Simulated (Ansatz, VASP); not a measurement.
**Two plane-wave programs on TiSe2**

```
Ti Se
1.0
     3.48119    0.00000    0.00000
    -1.74059    3.01480    0.00000
     0.00000    0.00000    5.87099
Ti Se
1 2
Direct
  0.00000 0.00000 0.00000
  0.33333 0.66667 0.26466
  0.66667 0.33333 0.73534
```

Alike in both runs: functional PBE; dispersion D3(BJ); k mesh 15 × 15 × 8; occupations gaussian, width 0.1 eV; no spin polarisation.

Ansatz relaxed the structure, and its values are those at the end. VASP's run is a single point on that final structure, the one shown.

|  | VASP | Ansatz |
| --- | --- | --- |
| version | VASP 6.6.1 | Ansatz 0.2.0 |
| potentials or method | VASP PAW PBE potentials, release 64 (Ti_sv, Se), cutoff 500 eV | scalar-relativistic, plane waves, PAW |
| valence electrons in the cell | 24 | 44 |

Ansatz gave:

- gap on the k mesh at the Fermi level (eV): none
- pressure (GPa): 0.0
- rms of the force components (eV/Å): 0.000

Problem. Which values does VASP return?

Solution. gap on the k mesh at the Fermi level (eV): none; pressure (GPa): 0.1; rms of the force components (eV/Å): 0.009.

A gap of «none» marks a metal or a gap that the smearing closes. VASP's potentials hold 24 valence electrons a cell and Ansatz's 44, so a difference there can come from the potentials and not from the codes.
